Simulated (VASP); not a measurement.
Here is a VASP 6.6.1 calculation.

INCAR

```
PREC     = Accurate       # precision mode
ENCUT    = 520            # plane-wave cutoff, eV
EDIFF    = 1E-7           # SCF threshold, eV
ISMEAR   = 0              # smearing method
SIGMA    = 0.01           # smearing width, eV
LREAL    = False          # projectors in reciprocal space
LASPH    = True           # aspherical terms in the spheres
NELM     = 60             # most SCF steps
ALGO     = Normal         # electronic algorithm
ISIF     = 2              # what is computed and relaxed
LWAVE    = False          # write WAVECAR
LCHARG   = True           # write CHGCAR
GGA      = CA             # functional
LELF     = True           # ELF
LVHAR    = True         
NBANDS   = 22             # bands
```

File KPOINTS:

```
Automatic mesh
0
Gamma
  4 4 2
```

The input POSCAR:

```
Cl
1.0
    3.1252371057     -2.0072452166      0.0000000000
    3.1252371057      2.0072452166      0.0000000000
    0.0000000000      0.0000000000      8.1465598679
Cl
4
Direct
    0.8756350467      0.1243649533      0.6074783337
    0.1243649533      0.8756350467      0.3925216663
    0.6243649533      0.3756350467      0.1074783337
    0.3756350467      0.6243649533      0.8925216663
```

Potentials or basis: VASP PAW LDA potentials, release 64 (Cl).

Run with:

```console
$ cat potpaw_LDA.64/Cl/POTCAR > POTCAR
$ mpirun -np 1 vasp_std > vasp.out
```

Q: Predict the band gap on the k mesh.

A: 2.08 eV.

Q: Estimate the largest force.

A: 0.054 eV/Å.

Q: Estimate the pressure.

A: -2.0 GPa.

Stress tensor (GPa, compression positive):
```
-0.88  0.00  0.00
 0.00 -2.20  0.00
 0.00  0.00 -3.03
```

Caveat: the k points lie up to 0.47 Å⁻¹ apart. A k mesh can miss the band edges.
